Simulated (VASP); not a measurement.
Runs of VASP 6.6.1 on P4Pt. The structure is that of space group Pm-3m (No. 221), or close to it. The cells are those of the table. 

| task | cell | k mesh | cutoff (eV) | gap on the mesh (eV) | pressure (GPa) | relaxed volume (Å³/atom) |
| --- | --- | --- | --- | --- | --- | --- |
| single point | a = 4.619 Å, 5 atoms | 4 × 4 × 4 | 500 | none | (a) | - |
| single point | a = 4.677 Å, 5 atoms | 4 × 4 × 4 | 520 | none | -0.1 | - |
| relaxation of cell and atoms | relaxed from a = 4.619 Å, 5 atoms | 4 × 4 × 4 | 600 | none | 0.0 | 20.46 |
| relaxation of cell and atoms | relaxed from a = 4.677 Å, 5 atoms | 8 × 8 × 8 | 600 | none | 0.0 | 20.32 |
| single point | a = 4.668 Å, 5 atoms | 8 × 8 × 8 | 520 | none | -0.1 | - |

Alike in all rows: level PBE; potentials or basis VASP PAW PBE potentials, release 64 (P, Pt); no spin polarisation; smearing gaussian 0.1 eV.

Problem. Fill in the values left out.

Solution. (a) 3.7.

Caveats: spin-orbit coupling is left out, which moves the levels of the heavy elements.

A k mesh can miss the band edges, and the runs leave out spin-orbit coupling on Pt.

A gap of «none» marks levels without a gap at the run's occupations.
